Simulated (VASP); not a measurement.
# AgCl (Cmcm) in VASP: single point with r2SCAN

Aim: the single point of AgCl with r2SCAN.

All numbers are computed with VASP 6.6.1; they aren't measurements. Logs are shortened: lines on timing, memory, paths and dates and some standing lists are left out, and cuts for length are marked.

### 1 The cell of the first run

It takes space group Cmcm (No. 63, orthorhombic). Conventional cell: a = 3.947 Å, b = 11.769 Å, c = 4.175 Å, α = 90.00°, β = 90.00°, γ = 90.00°. Ag (site symmetry m2m) has 5 Cl at 2.74 to 2.87 Å within 3.6 Å. Cl (site symmetry m2m) has 5 Ag at 2.74 to 2.87 Å within 3.6 Å.

### 2 Single point, r2SCAN (strain +5.9%)

POSCAR reads:

```
AgCl
1.0
    1.9732523450     -5.8843150341      0.0000000000
    1.9732523450      5.8843150341      0.0000000000
    0.0000000000      0.0000000000      4.1750236408
Ag Cl
2 2
Direct
    0.3647980207      0.6352019793      0.7500000000
    0.6352019793      0.3647980207      0.2500000000
    0.8677809837      0.1322190163      0.2500000000
    0.1322190163      0.8677809837      0.7500000000
```

INCAR.step1 reads:

```
SYSTEM = AgCl
PREC = Accurate ; ENCUT = 520
ISMEAR = 0 ; SIGMA = 0.01
LREAL = .FALSE. ; LASPH = .TRUE.
NELM = 80 ; NBANDS = 26
GGA = PE ; ALGO = Normal
EDIFF = 1E-4 ; LWAVE = .TRUE.
LCHARG = .FALSE.
```

INCAR.step2 reads:

```
SYSTEM = AgCl
PREC = Accurate ; ENCUT = 520
EDIFF = 1E-7 ; ISMEAR = 0
SIGMA = 0.01 ; LREAL = .FALSE.
LASPH = .TRUE. ; NELM = 80
ALGO = Normal ; ISIF = 2
LWAVE = .FALSE. ; LCHARG = .TRUE.
METAGGA = R2SCAN ; LMIXTAU = .TRUE.
LELF = .TRUE. ; LVHAR = .TRUE.
NBANDS = 26 ; ISTART = 1
```

KPOINTS reads:

```
regular mesh
0
G
  8 8 6
  0 0 0
```

Potentials or basis: VASP PAW PBE potentials, release 64 (Ag, Cl).

Run with:

```sh
$ cat potpaw_PBE.64/Ag/POTCAR potpaw_PBE.64/Cl/POTCAR > POTCAR
$ cp INCAR.step1 INCAR
$ mpirun -np 1 vasp_std > vasp.out
$ cp INCAR.step2 INCAR
$ mpirun -np 1 vasp_std > vasp.out
```

OUTCAR:

```text
SYSTEM = AgCl
   PREC = Accurate
   ENCUT = 520
   EDIFF = 1E-7
   ISMEAR = 0
   LREAL = .FALSE.
   LASPH = .TRUE.
   NELM = 80
   ISIF = 2
   METAGGA = R2SCAN
   ISTART = 1

 ion  position               nearest neighbor table
   1  0.365  0.635  0.750-   4 2.74   3 2.87   3 2.87   3 2.87   3 2.87
   2  0.635  0.365  0.250-   3 2.74   4 2.87   4 2.87   4 2.87   4 2.87
   3  0.868  0.132  0.250-   2 2.74   1 2.87   1 2.87   1 2.87   1 2.87
   4  0.132  0.868  0.750-   1 2.74   2 2.87   2 2.87   2 2.87   2 2.87

  LATTYP: Found a base centered orthorhombic cell.
 ALAT       =     3.9465046900
 B/A-ratio  =     2.9820387894
 C/A-ratio  =     1.0579041376

  Lattice vectors:

 A1 = (   1.9732523450,  -5.8843150341,   0.0000000000)
 A2 = (   1.9732523450,   5.8843150341,   0.0000000000)
 A3 = (   0.0000000000,   0.0000000000,   4.1750236408)

Analysis of symmetry for initial positions (statically):
=====================================================================
 Subroutine PRICEL returns:
 Original cell was already a primitive cell.

 Routine SETGRP: Setting up the symmetry group for a
 base centered orthorhombic supercell.

 Subroutine GETGRP returns: Found  8 space group operations
 (whereof  4 operations were pure point group operations)
 out of a pool of  8 trial point group operations.

The static configuration has the point symmetry C_2h.
 The point group associated with its full space group is D_2h.

Analysis of symmetry for dynamics (positions and initial velocities):
=====================================================================
 Subroutine PRICEL returns:
 Original cell was already a primitive cell.

 Routine SETGRP: Setting up the symmetry group for a
 base centered orthorhombic supercell.

 Subroutine GETGRP returns: Found  8 space group operations
 (whereof  4 operations were pure point group operations)
 out of a pool of  8 trial point group operations.

The dynamic configuration has the point symmetry C_2h.
 The point group associated with its full space group is D_2h.

 Subroutine INISYM returns: Found  8 space group operations
 (whereof  4 operations are pure point group operations),
 and found     1 'primitive' translations

----------------------------------------------------------------------------------------

                                     Primitive cell

  volume of cell :      96.9544

  direct lattice vectors                    reciprocal lattice vectors
     1.973252345 -5.884315034  0.000000000     0.253388778 -0.084971657  0.000000000
     1.973252345  5.884315034  0.000000000     0.253388778  0.084971657  0.000000000
     0.000000000  0.000000000  4.175023641     0.000000000  0.000000000  0.239519602

  length of vectors
     6.206358694  6.206358694  4.175023641     0.267256535  0.267256535  0.239519602

  position of ions in fractional coordinates (direct lattice)
     0.364798021  0.635201979  0.750000000
     0.635201979  0.364798021  0.250000000
     0.867780984  0.132219016  0.250000000
     0.132219016  0.867780984  0.750000000

  ion indices of the primitive-cell ions
   primitive index   ion index
                 1           1
                 2           2
                 3           3
                 4           4

----------------------------------------------------------------------------------------

 KPOINTS: regular mesh

Automatic generation of k-mesh.
 Grid dimensions read from file:
 generate k-points for:    8    8    6

 Generating k-lattice:

  Cartesian coordinates                     Fractional coordinates (reciprocal lattice)
     0.031673597 -0.010621457  0.000000000     0.125000000  0.000000000  0.000000000
     0.031673597  0.010621457  0.000000000     0.000000000  0.125000000  0.000000000
     0.000000000  0.000000000  0.039919934     0.000000000  0.000000000  0.166666667

  Length of vectors
     0.033407067  0.033407067  0.039919934

  Shift w.r.t. Gamma in fractional coordinates (k-lattice)
     0.000000000  0.000000000  0.000000000

 Subroutine IBZKPT returns following result:
 ===========================================

 Found     84 irreducible k-points:

 Following reciprocal coordinates:
            Coordinates               Weight
  0.000000  0.000000  0.000000      1.000000
  0.125000  0.000000  0.000000      4.000000
  0.250000  0.000000  0.000000      4.000000
  0.375000 -0.000000  0.000000      4.000000
  0.500000  0.000000  0.000000      2.000000
  0.125000  0.125000  0.000000      2.000000
[... 16 lines left out ...]
  0.125000  0.000000  0.166667      8.000000
  0.250000  0.000000  0.166667      8.000000
 [... further k-points ...]
   k-points           NKPTS =     84   k-points in BZ     NKDIM =     84   number of bands    NBANDS=     26
   number of dos      NEDOS =    301   number of ions     NIONS =      4
   total plane-waves  NPLWV =  73728
   dimension x,y,z NGX =    48 NGY =   48 NGZ =   32
   dimension x,y,z NGXF=    96 NGYF=   96 NGZF=   64
   ions per type =               2   2
   NGX,Y,Z   is equivalent  to a cutoff of  12.86, 12.86, 12.74 a.u.
   NGXF,Y,Z  is equivalent  to a cutoff of  25.71, 25.71, 25.48 a.u.
 SYSTEM =  AgCl
   PREC   = accura    normal or accurate (medium, high low for compatibility)
   ISTART =      1    job   : 0-new  1-cont  2-samecut
   ICHARG =      0    charge: 1-file 2-atom 10-const
   ISPIN  =      1    spin polarized calculation?
   LNONCOLLINEAR =      F non collinear calculations
   LSORBIT =      F    spin-orbit coupling
   LASPH  =      T    aspherical Exc in radial PAW
   ENCUT  =  520.0 eV  38.22 Ry    6.18 a.u.  11.54 11.54  7.76*2*pi/ulx,y,z
   NELM   =     80;   NELMIN=  2; NELMDL=  0     # of ELM steps
   EDIFF  = 0.1E-06   stopping-criterion for ELM
   LREAL  =      F    real-space projection
   EDIFFG = 0.1E-05   stopping-criterion for IOM
   NSW    =      0    number of steps for IOM
   IBRION =     -1    ionic relax: 0-MD 1-quasi-New 2-CG
   NFREE  =      0    steps in history (QN), initial steepest desc. (CG)
   ISIF   =      2    stress and relaxation
   ISYM   =      2    0-nonsym 1-usesym 2-fastsym
   POTIM  = 0.5000    time-step for ionic-motion
   TEBEG  =    0.0;   TEEND  =   0.0 temperature during run
   PSTRESS=    0.0 pullay stress
   NELECT =      36.0000    total number of electrons
   NUPDOWN=      -1.0000    fix difference up-down
   EMIN   =  10.00;   EMAX   =-10.00  energy-range for DOS
   EFERMI =   0.00;   METHOD = LEGACY
   ISMEAR =     0;   SIGMA  =   0.01  broadening in eV -4-tet -1-fermi 0-gaus
   EFERMI_NEDOS =   21; number of points for ismear=-14 and -15
   IALGO  =     38    algorithm
   IMIX   =      4    mixing-type and parameters
     AMIX     =   0.40;   BMIX     =  1.00
     AMIX_MAG =   1.60;   BMIX_MAG =  1.00
  volume/ion in A,a.u.               =      24.24       163.57
  Fermi-wavevector in a.u.,A,eV,Ry     =   1.176666  2.223576 18.837847  1.384543
  Thomas-Fermi vector in A             =   2.313026
   LORBIT       =      0    0 simple, 1 ext, 2 COOP (PROOUT), +10 PAW based schemes
   METAGGA = R2SCAN    functional components
   LHFCALC =     F    Hartree Fock is set to
   AEXX    =    0.0000 exact exchange contribution
   IVDW    =     0    specifies the selected vdW correction
   LEPSILON=     F    determine dielectric tensor
   LRPA    =     F    only Hartree local field effects (RPA)
 non-spin polarized calculation
 Gauss-broadening in eV      SIGMA  =   0.01
  energy-cutoff  :      520.00
  volume of cell :       96.95
 maximum number of plane-waves:      2631
 NGX is ok and might be reduce to    48
   NGX = 23   NGY = 23   NGZ = 15

 number of electron      36.0000010 magnetization

 Free energy of the ion-electron system (eV)
  ---------------------------------------------------
  ext. energy  EPLUGINS =         0.00000000
  ---------------------------------------------------
  free energy    TOTEN  =       -56.88468982 eV

  energy without entropy =      -56.88468982  energy(sigma->0) =      -56.88468982

 E-fermi :   2.1740     XC(G=0):  -9.8168

 val. band max:        2.1196962575   @ k =   0.2500   0.2500   0.0000
 cond. band min:       3.2123185009   @ k =   0.0000   0.0000   0.0000
 fundamental gap:      1.0926222434
 Fermi energy:         2.1739945858

 k-point     1 :       0.0000    0.0000    0.0000
  band No.  band energies     occupation
      1     -12.9568      2.00000
      2     -12.5888      2.00000
      3      -1.6344      2.00000
      4      -0.7022      2.00000
      5      -0.4449      2.00000
      6      -0.4051      2.00000
[... 18 lines left out ...]
     25      13.0414      0.00000
     26      13.2321      0.00000

 k-point     2 :       0.1250    0.0000    0.0000
  band No.  band energies     occupation
      1     -12.9231      2.00000
      2     -12.5780      2.00000
      3      -1.6505      2.00000
      4      -0.9851      2.00000
      5      -0.8534      2.00000
      6      -0.7179      2.00000
[... 18 lines left out ...]
     25      13.0996      0.00000
     26      13.1718      0.00000

 k-point     3 :       0.2500    0.0000    0.0000
  band No.  band energies     occupation
      1     -12.8363      2.00000
      2     -12.5551      2.00000
      3      -1.7314      2.00000
      4      -1.4803      2.00000
      5      -1.3594      2.00000
      6      -1.2947      2.00000
[... 18 lines left out ...]
     25      12.3759      0.00000
     26      13.5613      0.00000

 k-point     4 :       0.3750   -0.0000    0.0000
  band No.  band energies     occupation
      1     -12.7373      2.00000
      2     -12.5414      2.00000
      3      -2.0624      2.00000
      4      -1.9258      2.00000
      5      -1.5994      2.00000
      6      -1.5108      2.00000
[... 18 lines left out ...]
     25      11.4330      0.00000
     26      13.4193      0.00000

 k-point     5 :       0.5000    0.0000    0.0000
  band No.  band energies     occupation
      1     -12.6885      2.00000
      2     -12.5425      2.00000
      3      -2.2483      2.00000
      4      -2.0820      2.00000
      5      -1.6787      2.00000
      6      -1.5288      2.00000
[... 18 lines left out ...]
     25      11.0803      0.00000
     26      13.1107      0.00000

 k-point     6 :       0.1250    0.1250    0.0000
  band No.  band energies     occupation
      1     -12.8480      2.00000
      2     -12.5437      2.00000
      3      -1.7721      2.00000
      4      -1.4446      2.00000
      5      -1.3680      2.00000
      6      -1.2851      2.00000
[... 427 lines left out ...]
 k-point    21 :       0.5000    0.5000    0.0000
  band No.  band energies     occupation
      1     -12.7963      2.00000
      2     -12.7479      2.00000
      3      -1.4347      2.00000
      4      -1.3034      2.00000
      5      -0.5798      2.00000
      6      -0.5190      2.00000
[... 18 lines left out ...]
     25      13.2457      0.00000
     26      13.2749      0.00000

 k-point    22 :       0.0000    0.0000    0.1667
  band No.  band energies     occupation
      1     -12.9072      2.00000
      2     -12.5854      2.00000
      3      -1.5835      2.00000
      4      -1.2226      2.00000
      5      -0.8475      2.00000
      6      -0.8247      2.00000
[... 18 lines left out ...]
     25      12.4431      0.00000
     26      12.5667      0.00000

 k-point    23 :       0.1250    0.0000    0.1667
  band No.  band energies     occupation
      1     -12.8775      2.00000
      2     -12.5761      2.00000
      3      -1.6035      2.00000
      4      -1.3574      2.00000
      5      -1.2350      2.00000
      6      -0.9303      2.00000
[... 18 lines left out ...]
     25      12.1000      0.00000
     26      12.2117      0.00000

 k-point    24 :       0.2500    0.0000    0.1667
  band No.  band energies     occupation
      1     -12.8014      2.00000
      2     -12.5566      2.00000
      3      -1.7480      2.00000
      4      -1.6112      2.00000
      5      -1.4891      2.00000
      6      -1.2212      2.00000
[... 18 lines left out ...]
     25      11.9075      0.00000
     26      12.4889      0.00000

 [... further k-points ...]
[... 5 lines left out ...]
  --------------------------------------------------------------------------------------
  -------------------------------------------------------------------------------------
  Total       -3.3250665     -1.3150727     -3.3619252      0.0000000      0.0000000      0.0000000
  in kB      -54.9469308    -21.7316582    -55.5560232      0.0000000      0.0000000      0.0000000
  external PRESSURE =     -44.0782040 kB  Pullay stress =       0.0000000 kB

 VOLUME and BASIS-vectors are now :
 -----------------------------------------------------------------------------
  energy-cutoff  :      520.00
  volume of cell :       96.95
      direct lattice vectors                 reciprocal lattice vectors
     1.973252345 -5.884315034  0.000000000     0.253388778 -0.084971657  0.000000000
     1.973252345  5.884315034  0.000000000     0.253388778  0.084971657  0.000000000
     0.000000000  0.000000000  4.175023641     0.000000000  0.000000000  0.239519602

 POSITION                                       TOTAL-FORCE (eV/Angst)
 -----------------------------------------------------------------------------------
      1.97325      1.59114      3.13127         0.000000     -0.003107      0.000000
      1.97325     -1.59114      1.04376         0.000000      0.003107     -0.000000
      1.97325     -4.32828      1.04376         0.000000     -0.001607      0.000000
      1.97325      4.32828      3.13127         0.000000      0.001607      0.000000
 -----------------------------------------------------------------------------------
    total drift:                                0.000000     -0.000000     -0.000000

  FREE ENERGIE OF THE ION-ELECTRON SYSTEM (eV)
  ---------------------------------------------------
  free  energy   TOTEN  =       -56.8846898213 eV

  energy  without entropy=      -56.8846898213  energy(sigma->0) =      -56.88468982
```

It took 9.2 min on 1 thread of Intel Xeon Platinum 8375C at 2.90GHz (Ice Lake), shared host; peak memory 0.39 GiB.

What came out:

```yaml
Free_energy: -56.8847 eV
Pressure: -4.4 GPa
Largest_force: 0.003 eV/Å
Band_gap_on_the_k_mesh: 1.09 eV, indirect (least direct gap 2.18 eV)
```

Forces in eV/Å, atoms in the order of the input:
```
Ag   0.000 -0.003  0.000
Ag   0.000  0.003  0.000
Cl   0.000 -0.002  0.000
Cl   0.000  0.002  0.000
```

Levels at points of the mesh, in eV from the valence-band top:
| k point | band 15 | band 16 | band 17 | band 18 | band 19 | band 20 | band 21 | band 22 |
| --- | --- | --- | --- | --- | --- | --- | --- | --- |
| (0.00, 0.00, 0.00) | -1.69 | -1.61 | -1.53 | -1.09 | 1.09 | 3.44 | 7.79 | 8.92 |
| (0.50, 0.00, 0.00) | -0.88 | -0.65 | -0.08 | 0.00 | 4.38 | 5.21 | 6.00 | 6.82 |
| (0.50, 0.50, 0.00) | -1.71 | -1.65 | -1.57 | -1.22 | 2.58 | 3.43 | 7.51 | 8.45 |
| (0.00, 0.00, 0.50) | -1.03 | -1.03 | -0.12 | -0.12 | 4.75 | 4.75 | 6.92 | 6.92 |
| (0.50, 0.00, 0.50) | -1.78 | -1.78 | -1.29 | -1.29 | 3.30 | 3.30 | 8.26 | 8.26 |
| (0.50, 0.50, 0.50) | -0.41 | -0.41 | -0.16 | -0.16 | 4.71 | 4.71 | 6.11 | 6.11 |

Caveat: the cell differs from its parent crystal (strain +5.9%); the PAW data sets were made with another functional, which shifts forces and pressure a little. A k mesh can miss the band edges.
